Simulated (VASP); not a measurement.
Crystal: Cu.

```
Cu
1.0
     0.00000    1.80750    1.80750
     1.80750    0.00000    1.80750
     1.80750    1.80750    0.00000
Cu
1
Direct
  0.00000 0.00000 0.00000
```

* Program: VASP 6.6.1
* Task: relaxation of cell and atoms
* Functional: r2SCAN
* Potentials or basis: VASP PAW PBE potentials, release 64 (Cu)
* Cutoff: 600 eV
* k mesh: 10 × 10 × 10
* Occupations: fermi-dirac, width 0.02 eV
* Spin: no spin polarisation

At the start: pressure -4.0 GPa; volume 11.81 Å³/atom.

Task: How do energy, volume and symmetry change on relaxing?

Result: Over 3 steps the energy falls by 3.8 meV/atom and the volume is 11.51 Å³/atom (-2.5 %); space group Fm-3m (No. 225, to 0.1 Å) before and after.

Step by step:
```csv
step,energy change (eV),largest force (eV/Å),pressure (GPa),volume (Å³)
1,0.0000,0.0000,-3.97,11.81
2,-0.0023,0.0000,2.07,11.32
3,-0.0038,0.0000,-0.11,11.51
```

Final structure:
```
Cu
1.0
     0.00000    1.79205    1.79205
     1.79205    0.00000    1.79205
     1.79205    1.79205    0.00000
Cu
1
Direct
  0.00000 0.00000 0.00000
```

Caveat: the PAW data sets were made with another functional, which shifts forces and pressure a little.
